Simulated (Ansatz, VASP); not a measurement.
**One calculation of Be3I, two programs**

```
Be I
1.0
    -1.73369    1.73369    5.64992
     1.73369   -1.73369    5.64992
     1.73369    1.73369   -5.64992
Be I
3 1
Direct
  0.50000 0.50000 0.00000
  0.25000 0.75000 0.50000
  0.75000 0.25000 0.50000
  0.00000 0.00000 0.00000
```

Alike in both runs: functional PBE; k mesh 6 × 6 × 6; occupations gaussian, width 0.1 eV; no spin polarisation.

Ansatz relaxed the structure, and its values are those at the end. VASP's run is a single point on that final structure, the one shown.

|  | VASP | Ansatz |
| --- | --- | --- |
| version | VASP 6.6.1 | Ansatz 0.2.0 |
| potentials or method | VASP PAW PBE potentials, release 64 (Be, I), cutoff 520 eV | scalar-relativistic, plane waves, PAW |
| valence electrons in the cell | 13 | 23 |

|  | VASP | Ansatz | Ansatz less VASP |
| --- | --- | --- | --- |
| gap on the k mesh at the Fermi level (eV) | none | none | - |
| pressure (GPa) | 0.2 | 0.2 | -0.02 |

A gap of «none» marks a metal or a gap that the smearing closes. VASP's potentials hold 13 valence electrons a cell and Ansatz's 23, so a difference there can come from the potentials and not from the codes.

The k mesh is coarse, so the values compare programs but aren't converged. Neither program's run includes spin-orbit coupling.
